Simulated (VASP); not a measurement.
# Ta (Im-3m) in VASP: notebook

Ta is run at these levels: LDA; tasks: single point, relaxation of cell and atoms.

Program: VASP 6.6.1. These are calculated values, not measurements. Logs are shortened: lines on timing, memory, paths and dates and some standing lists are left out, and cuts for length are marked.

### Step 1. The cell of the first run

It takes space group Im-3m (No. 229, cubic). Conventional cell: a = 3.253 Å, b = 3.253 Å, c = 3.253 Å, α = 90.00°, β = 90.00°, γ = 90.00°. Ta (site symmetry m-3m) has 14 Ta at 2.82 to 3.25 Å within 3.7 Å.

### Step 2. Single point, LDA

INCAR

```
  PREC = Accurate
  ENCUT = 520
  EDIFF = 1E-7
  ISMEAR = 0
  SIGMA = 0.1
  LREAL = F
  LASPH = T
  NELM = 80
  ALGO = Normal
  ISIF = 2
  LWAVE = F
  LCHARG = T
  LELF = T
  LVHAR = T
  NBANDS = 12
```

KPOINTS

```
Automatic mesh
0
Gamma
  18 18 18
```

POSCAR

```
Ta
1.0
   -1.6263376955      1.6263376955      1.6263376955
    1.6263376955     -1.6263376955      1.6263376955
    1.6263376955      1.6263376955     -1.6263376955
Ta
1
Direct
    0.0000000000      0.0000000000      0.0000000000
```

Potentials or basis: VASP PAW LDA potentials, release 64 (Ta_pv).

Run with:

```
$ cat potpaw_LDA.64/Ta_pv/POTCAR > POTCAR
$ mpirun -np 1 vasp_std > vasp.out
```

OUTCAR:

```text
PREC = Accurate
   ENCUT = 520
   EDIFF = 1E-7
   ISMEAR = 0
   LREAL = F
   LASPH = T
   NELM = 80
   ISIF = 2

 ion  position               nearest neighbor table
   1  0.000  0.000  0.000-

  LATTYP: Found a body centered cubic cell.
 ALAT       =     3.2526753910

  Lattice vectors:

 A1 = (  -1.6263376955,   1.6263376955,   1.6263376955)
 A2 = (   1.6263376955,  -1.6263376955,   1.6263376955)
 A3 = (   1.6263376955,   1.6263376955,  -1.6263376955)

Analysis of symmetry for initial positions (statically):
=====================================================================
 Subroutine PRICEL returns:
 Original cell was already a primitive cell.

 Routine SETGRP: Setting up the symmetry group for a
 body centered cubic supercell.

 Subroutine GETGRP returns: Found 48 space group operations
 (whereof 48 operations were pure point group operations)
 out of a pool of 48 trial point group operations.

The static configuration has the point symmetry O_h .

Analysis of symmetry for dynamics (positions and initial velocities):
=====================================================================
 Subroutine PRICEL returns:
 Original cell was already a primitive cell.

 Routine SETGRP: Setting up the symmetry group for a
 body centered cubic supercell.

 Subroutine GETGRP returns: Found 48 space group operations
 (whereof 48 operations were pure point group operations)
 out of a pool of 48 trial point group operations.

The dynamic configuration has the point symmetry O_h .

 Subroutine INISYM returns: Found 48 space group operations
 (whereof 48 operations are pure point group operations),
 and found     1 'primitive' translations

----------------------------------------------------------------------------------------

                                     Primitive cell

  volume of cell :      17.2065

  direct lattice vectors                    reciprocal lattice vectors
    -1.626337695  1.626337695  1.626337695     0.000000000  0.307439225  0.307439225
     1.626337695 -1.626337695  1.626337695     0.307439225  0.000000000  0.307439225
     1.626337695  1.626337695 -1.626337695     0.307439225  0.307439225  0.000000000

  length of vectors
     2.816899519  2.816899519  2.816899519     0.434784721  0.434784721  0.434784721

  position of ions in fractional coordinates (direct lattice)
     0.000000000  0.000000000  0.000000000
[... 76 lines left out ...]
   EDIFF  = 0.1E-06   stopping-criterion for ELM
   LREAL  =      F    real-space projection
   EDIFFG = 0.1E-05   stopping-criterion for IOM
   NSW    =      0    number of steps for IOM
   IBRION =     -1    ionic relax: 0-MD 1-quasi-New 2-CG
   NFREE  =      0    steps in history (QN), initial steepest desc. (CG)
   ISIF   =      2    stress and relaxation
   ISYM   =      2    0-nonsym 1-usesym 2-fastsym
   POTIM  = 0.5000    time-step for ionic-motion
   TEBEG  =    0.0;   TEEND  =   0.0 temperature during run
   PSTRESS=    0.0 pullay stress
   NELECT =      11.0000    total number of electrons
   NUPDOWN=      -1.0000    fix difference up-down
   EMIN   =  10.00;   EMAX   =-10.00  energy-range for DOS
   EFERMI =   0.00;   METHOD = LEGACY
   ISMEAR =     0;   SIGMA  =   0.10  broadening in eV -4-tet -1-fermi 0-gaus
   EFERMI_NEDOS =   21; number of points for ismear=-14 and -15
   IALGO  =     38    algorithm
   IMIX   =      4    mixing-type and parameters
     AMIX     =   0.40;   BMIX     =  1.00
     AMIX_MAG =   1.60;   BMIX_MAG =  1.00
  volume/ion in A,a.u.               =      17.21       116.12
  Fermi-wavevector in a.u.,A,eV,Ry     =   1.410290  2.665061 27.060859  1.988917
  Thomas-Fermi vector in A             =   2.532259
   LORBIT       =      0    0 simple, 1 ext, 2 COOP (PROOUT), +10 PAW based schemes
   GGA     = CA    functional components
   LHFCALC =     F    Hartree Fock is set to
   AEXX    =    0.0000 exact exchange contribution
   IVDW    =     0    specifies the selected vdW correction
   LEPSILON=     F    determine dielectric tensor
   LRPA    =     F    only Hartree local field effects (RPA)
 non-spin polarized calculation
 Gauss-broadening in eV      SIGMA  =   0.10
  energy-cutoff  :      520.00
  volume of cell :       17.21
 maximum number of plane-waves:       478
 NGX is ok and might be reduce to    24
   NGX = 11   NGY = 11   NGZ = 11

 number of electron      10.9999999 magnetization

 Free energy of the ion-electron system (eV)
  ---------------------------------------------------
  ext. energy  EPLUGINS =         0.00000000
  ---------------------------------------------------
  free energy    TOTEN  =       -12.83275457 eV

  energy without entropy =      -12.82696435  energy(sigma->0) =      -12.82985946

 E-fermi :   5.7812     XC(G=0): -13.0297

 val. band max:        5.7788833956   @ k =  -0.3333   0.3333   0.1667
 cond. band min:       5.7867964520   @ k =  -0.2222   0.2222   0.1667
 fundamental gap:      0.0079130563
 Fermi energy:         5.7811702937

 k-point     1 :       0.0000    0.0000    0.0000
  band No.  band energies     occupation
      1     -26.9341      2.00000
      2     -26.9341      2.00000
      3     -26.9341      2.00000
      4      -2.2274      2.00000
      5       6.4520      0.00000
      6       6.4520      0.00000
      7       6.4520      0.00000
      8       9.8765      0.00000
      9       9.8765      0.00000
     10      19.6288      0.00000
     11      21.0733      0.00000
     12      21.0733      0.00000
[... 331 lines left out ...]
 k-point    24 :       0.3889    0.1111    0.0000
  band No.  band energies     occupation
      1     -28.2363      2.00000
      2     -27.4182      2.00000
      3     -27.0058      2.00000
      4       1.6366      2.00000
      5       4.2009      2.00000
      6       6.6760      0.00000
      7       9.6499      0.00000
      8      11.0268      0.00000
      9      14.1064      0.00000
     10      17.9331      0.00000
     11      19.1815      0.00000
     12      19.6470      0.00000

 [... further k-points ...]
[... 5 lines left out ...]
  --------------------------------------------------------------------------------------
  -------------------------------------------------------------------------------------
  Total        0.0981719      0.0981719      0.0981719     -0.0000000      0.0000000      0.0000000
  in kB        9.1412463      9.1412463      9.1412463     -0.0000000      0.0000000      0.0000000
  external PRESSURE =       9.1412463 kB  Pullay stress =       0.0000000 kB

 VOLUME and BASIS-vectors are now :
 -----------------------------------------------------------------------------
  energy-cutoff  :      520.00
  volume of cell :       17.21
      direct lattice vectors                 reciprocal lattice vectors
    -1.626337695  1.626337695  1.626337695     0.000000000  0.307439225  0.307439225
     1.626337695 -1.626337695  1.626337695     0.307439225  0.000000000  0.307439225
     1.626337695  1.626337695 -1.626337695     0.307439225  0.307439225  0.000000000

 POSITION                                       TOTAL-FORCE (eV/Angst)
 -----------------------------------------------------------------------------------
      0.00000      0.00000      0.00000         0.000000     -0.000000      0.000000
 -----------------------------------------------------------------------------------
    total drift:                               -0.000000      0.000000     -0.000000

  FREE ENERGIE OF THE ION-ELECTRON SYSTEM (eV)
  ---------------------------------------------------
  free  energy   TOTEN  =       -12.8327545655 eV

  energy  without entropy=      -12.8269643466  energy(sigma->0) =      -12.82985946
```

OSZICAR:

```text
N       E                     dE             d eps       ncg     rms          rms(c)
DAV:   1     0.611717420053E+02    0.61172E+02   -0.60202E+03  4696   0.877E+02
DAV:   2    -0.122538049208E+02   -0.73426E+02   -0.71446E+02  5220   0.247E+02
DAV:   3    -0.132917366566E+02   -0.10379E+01   -0.10318E+01  5520   0.275E+01
DAV:   4    -0.132942359591E+02   -0.24993E-02   -0.24992E-02  5108   0.152E+00
DAV:   5    -0.132942432603E+02   -0.73012E-05   -0.73017E-05  5512   0.776E-02    0.146E+01
DAV:   6    -0.129431037989E+02    0.35114E+00   -0.27531E-01  5356   0.539E+00    0.708E+00
DAV:   7    -0.128348830567E+02    0.10822E+00   -0.22013E-01  5404   0.454E+00    0.360E-01
DAV:   8    -0.128327708356E+02    0.21122E-02   -0.34541E-03  4952   0.635E-01    0.566E-02
DAV:   9    -0.128327549605E+02    0.15875E-04   -0.45716E-05  5360   0.726E-02    0.254E-02
DAV:  10    -0.128327545948E+02    0.36573E-06   -0.28234E-06  5156   0.180E-02    0.362E-03
DAV:  11    -0.128327545655E+02    0.29328E-07   -0.60807E-08  3352   0.270E-03
   1 F= -.12832755E+02 E0= -.12829859E+02  d E =-.579022E-02
```

It took 25 s on 1 thread of Intel Xeon Platinum 8488C (Sapphire Rapids), shared host; peak memory 0.16 GiB.

Results:

```
Free energy : -12.8328 eV
Pressure    : 0.9 GPa
```

Levels at points of the mesh, in eV from the Fermi level:
| k point | band 2 | band 3 | band 4 | band 5 | band 6 | band 7 | band 8 | band 9 | band 10 | band 11 |
| --- | --- | --- | --- | --- | --- | --- | --- | --- | --- | --- |
| (0.00, 0.00, 0.00) | -32.72 | -32.72 | -8.01 | 0.67 | 0.67 | 0.67 | 4.10 | 4.10 | 13.85 | 15.29 |
| (0.50, 0.00, 0.00) | -33.16 | -32.73 | -4.58 | -1.72 | 1.97 | 4.01 | 5.08 | 8.21 | 12.24 | 12.45 |
| (0.50, 0.50, 0.50) | -33.68 | -33.68 | -4.10 | -4.10 | 7.17 | 7.17 | 7.17 | 9.18 | 9.18 | 9.18 |

Caveat: spin-orbit coupling is left out, which moves the levels of the heavy elements.

### Step 3. Relaxation of cell and atoms, LDA

This run uses another cell than the first one, of 18.28 Å³/atom, 1.062 times its volume.

INCAR

```
ALGO     = Normal         # electronic algorithm
EDIFF    = 1E-6           # SCF threshold, eV
EDIFFG   = -0.005         # ionic threshold
ENCUT    = 600            # plane-wave cutoff, eV
GGA      = CA             # functional
IBRION   = 2              # ionic algorithm
ISIF     = 3              # what is computed and relaxed
ISMEAR   = 0              # smearing method
LASPH    = T              # aspherical terms in the spheres
LCHARG   = F              # write CHGCAR
LREAL    = F              # projectors in reciprocal space
LWAVE    = F              # write WAVECAR
NELM     = 100            # most SCF steps
NSW      = 70             # ionic steps
PREC     = Accurate       # precision mode
SIGMA    = 0.1            # smearing width, eV
```

KPOINTS

```
k-points
0
Gamma
  18 18 18
```

POSCAR

```
Ta
1.0
   -1.6593948215      1.6593948215      1.6593948215
    1.6593948215     -1.6593948215      1.6593948215
    1.6593948215      1.6593948215     -1.6593948215
Ta
1
Direct
    0.0000000000      0.0000000000      0.0000000000
```

Potentials or basis: VASP PAW LDA potentials, release 64 (Ta_pv).

Run with:

```
$ cat potpaw_LDA.64/Ta_pv/POTCAR > POTCAR
$ mpirun -np 1 vasp_std > vasp.out
```

OUTCAR:

```text
EDIFF = 1E-6
   EDIFFG = -0.005
   ENCUT = 600
   GGA = CA
   IBRION = 2
   ISIF = 3
   ISMEAR = 0
   LASPH = T
   LREAL = F
   NELM = 100
   NSW = 70
   PREC = Accurate

 ion  position               nearest neighbor table
   1  0.000  0.000  0.000-

  LATTYP: Found a body centered cubic cell.
 ALAT       =     3.3187896430

  Lattice vectors:

 A1 = (  -1.6593948215,   1.6593948215,   1.6593948215)
 A2 = (   1.6593948215,  -1.6593948215,   1.6593948215)
 A3 = (   1.6593948215,   1.6593948215,  -1.6593948215)

Analysis of symmetry for initial positions (statically):
=====================================================================
 Subroutine PRICEL returns:
 Original cell was already a primitive cell.

 Routine SETGRP: Setting up the symmetry group for a
 body centered cubic supercell.

 Subroutine GETGRP returns: Found 48 space group operations
 (whereof 48 operations were pure point group operations)
 out of a pool of 48 trial point group operations.

The static configuration has the point symmetry O_h .

Analysis of symmetry for dynamics (positions and initial velocities):
=====================================================================
 Subroutine PRICEL returns:
 Original cell was already a primitive cell.

 Routine SETGRP: Setting up the symmetry group for a
 body centered cubic supercell.

 Subroutine GETGRP returns: Found 48 space group operations
 (whereof 48 operations were pure point group operations)
 out of a pool of 48 trial point group operations.

The dynamic configuration has the point symmetry O_h .

 Subroutine INISYM returns: Found 48 space group operations
 (whereof 48 operations are pure point group operations),
 and found     1 'primitive' translations

----------------------------------------------------------------------------------------

                                     Primitive cell

[... 125 lines left out ...]
   NGX = 11   NGY = 11   NGZ = 11

--------------------------------------- Ionic step        1  -------------------------------------------

 number of electron      11.0000001 magnetization

 Free energy of the ion-electron system (eV)
  ---------------------------------------------------
  ext. energy  EPLUGINS =         0.00000000
  ---------------------------------------------------
  free energy    TOTEN  =       -12.79683177 eV

  energy without entropy =      -12.79069511  energy(sigma->0) =      -12.79376344

------------------------ aborting loop because EDIFF is reached ----------------------------------------

  FORCE on cell =-STRESS in cart. coord.  units (eV):
  Direction    XX          YY          ZZ          XY          YZ          ZX
  --------------------------------------------------------------------------------------
  -------------------------------------------------------------------------------------
  Total       -1.2638781     -1.2638781     -1.2638781      0.0000000      0.0000000     -0.0000000
  in kB     -110.7915377   -110.7915377   -110.7915377      0.0000000      0.0000000     -0.0000000
  external PRESSURE =    -110.7915377 kB  Pullay stress =       0.0000000 kB
[... 197 lines left out ...]
--------------------------------------- Ionic step        7  -------------------------------------------

 number of electron      11.0000000 magnetization

 Free energy of the ion-electron system (eV)
  ---------------------------------------------------
  ext. energy  EPLUGINS =         0.00000000
  ---------------------------------------------------
  free energy    TOTEN  =       -12.83321802 eV

  energy without entropy =      -12.82745307  energy(sigma->0) =      -12.83033554

 E-fermi :   5.7469     XC(G=0): -13.0081

 val. band max:        5.7463239823   @ k =  -0.2222   0.2222   0.0556
 cond. band min:       5.7469486427   @ k =  -0.3333   0.3333   0.1667
 fundamental gap:      0.0006246604
 Fermi energy:         5.7469385342

 k-point     1 :       0.0000    0.0000    0.0000
  band No.  band energies     occupation
      1     -26.9857      2.00000
      2     -26.9857      2.00000
      3     -26.9857      2.00000
      4      -2.2480      2.00000
      5       6.4167      0.00000
      6       6.4167      0.00000
      7       6.4168      0.00000
      8       9.8257      0.00000
      9       9.8257      0.00000
[... 265 lines left out ...]
 k-point    24 :       0.3889    0.1111   -0.0000
  band No.  band energies     occupation
      1     -28.2706      2.00000
      2     -27.4636      2.00000
      3     -27.0563      2.00000
      4       1.6171      2.00000
      5       4.1770      2.00000
      6       6.6267      0.00000
      7       9.5977      0.00000
      8      10.9661      0.00000
      9      14.0285      0.00000

 [... further k-points ...]

------------------------ aborting loop because EDIFF is reached ----------------------------------------

  FORCE on cell =-STRESS in cart. coord.  units (eV):
  Direction    XX          YY          ZZ          XY          YZ          ZX
  --------------------------------------------------------------------------------------
  -------------------------------------------------------------------------------------
  Total       -0.0025259     -0.0025259     -0.0025259     -0.0000000     -0.0000000      0.0000000
  in kB       -0.2342199     -0.2342199     -0.2342199     -0.0000000     -0.0000000      0.0000000
  external PRESSURE =      -0.2342199 kB  Pullay stress =       0.0000000 kB
[... 16 lines left out ...]
  FREE ENERGIE OF THE ION-ELECTRON SYSTEM (eV)
  ---------------------------------------------------
  free  energy   TOTEN  =       -12.8332180154 eV

  energy  without entropy=      -12.8274530678  energy(sigma->0) =      -12.83033554

 reached required accuracy - stopping structural energy minimisation
```

CONTCAR:

```text
Ta
   1.00000000000000
    -1.6286056556116248    1.6286056556116248    1.6286056556116248
     1.6286056556116248   -1.6286056556116248    1.6286056556116248
     1.6286056556116248    1.6286056556116248   -1.6286056556116248
  Ta
     1
Direct
     0.0000000000000000    0.0000000000000000    0.0000000000000000

  0.00000000E+00  0.00000000E+00  0.00000000E+00
```

It took 63 s on 1 thread of Intel Xeon Platinum 8488C (Sapphire Rapids), shared host; peak memory 0.17 GiB.

What came out:

```yaml
Free_energy: -12.8332 eV
Relaxed_volume: 17.28 Å³/atom
Relaxed_cell: a = 2.821 Å, b = 2.821 Å, c = 2.821 Å, α = 109.47°, β = 109.47°, γ = 109.47°
Space_group_after_relaxing_to_0.05_Å: Im-3m (No. 229)
Energy_gained_by_relaxing: 36.4 meV/atom
Ionic_steps: 7
Pressure_after_relaxing: 0.0 GPa
```

The path:
```tsv
step	energy change (eV)	largest force (eV/Å)	pressure (GPa)	volume (Å³)
1	0.0000	0.0000	-11.08	18.28
2	0.1900	0.0000	37.45	15.13
3	-0.0363	0.0000	-0.66	17.33
4	-0.0364	0.0000	-0.08	17.28
5	-0.0364	0.0000	0.16	17.26
6	-0.0364	0.0000	-0.26	17.30
7	-0.0364	0.0000	-0.02	17.28
```

Final structure:
```
Ta
1.0
    -1.62861    1.62861    1.62861
     1.62861   -1.62861    1.62861
     1.62861    1.62861   -1.62861
Ta
1
Direct
  0.00000 0.00000 0.00000
```

Caveat: spin-orbit coupling is left out, which moves the levels of the heavy elements. Zero-point motion and thermal expansion aren't in these numbers.
